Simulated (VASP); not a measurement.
Wanted: the native input for a VASP 6.6.1 run.

| Item | Value |
| --- | --- |
| Task | single point |
| Functional | r2SCAN |
| Potentials or basis | VASP PAW PBE potentials, release 64 (Ca_sv) |
| Cutoff | 550 eV |
| k mesh | 16 × 16 × 16 |
| Occupations | gaussian, width 0.15 eV |
| Spin | no spin polarisation |
| Dipole correction | no |
| Further INCAR settings | ALGO = Normal; EDIFF = 1e-06; NBANDS = 11 |

The system is Ca.

```
Ca
1.0
    -2.18400    2.18400    2.12800
     2.18400   -2.18400    2.12800
     2.18400    2.18400   -2.12800
Ca
1
Direct
  0.00000 0.00000 0.00000
```

This cell differs from its parent crystal: strain -0.025 along x and y, -0.050 along z.

The input as run:

POSCAR

```
Ca
1.0
   -2.1840000000      2.1840000000      2.1280000000
    2.1840000000     -2.1840000000      2.1280000000
    2.1840000000      2.1840000000     -2.1280000000
Ca
1
Direct
    0.0000000000      0.0000000000      0.0000000000
```

INCAR.step1

```
  PREC = Accurate
  ENCUT = 550
  ISMEAR = 0
  SIGMA = 0.15
  LREAL = F
  LASPH = T
  NELM = 120
  NBANDS = 11
  GGA = PE
  ALGO = Normal
  EDIFF = 1E-5
  LWAVE = T
  LCHARG = F
  GGA_COMPAT = F
```

INCAR.step2

```
  PREC = Accurate
  ENCUT = 550
  EDIFF = 1E-6
  ISMEAR = 0
  SIGMA = 0.15
  LREAL = F
  LASPH = T
  NELM = 120
  ALGO = Normal
  ISIF = 2
  LWAVE = F
  LCHARG = F
  METAGGA = R2SCAN
  LMIXTAU = T
  NBANDS = 11
  ISTART = 1
  GGA_COMPAT = F
```

KPOINTS

```
Automatic mesh
0
Gamma
  16 16 16
```

Potentials or basis: VASP PAW PBE potentials, release 64 (Ca_sv).

Command:

```sh
$ cat potpaw_PBE.64/Ca_sv/POTCAR > POTCAR
$ cp INCAR.step1 INCAR
$ mpirun -np 1 vasp_std > vasp.out
$ cp INCAR.step2 INCAR
$ mpirun -np 1 vasp_std > vasp.out
```

Results of the run:

The pressure is 1.3 GPa. The band gap on the k mesh is zero (bands 5 and 6 overlap by 0.55 eV).

Caveat: the cell differs from its parent crystal (strain -0.025 along x and y, -0.050 along z); the PAW data sets were made with another functional, which shifts forces and pressure a little.

It took 12 min on 1 thread of Oxide Virtual Turin-like Processor, with other jobs on the host, peak memory 0.27 GiB.
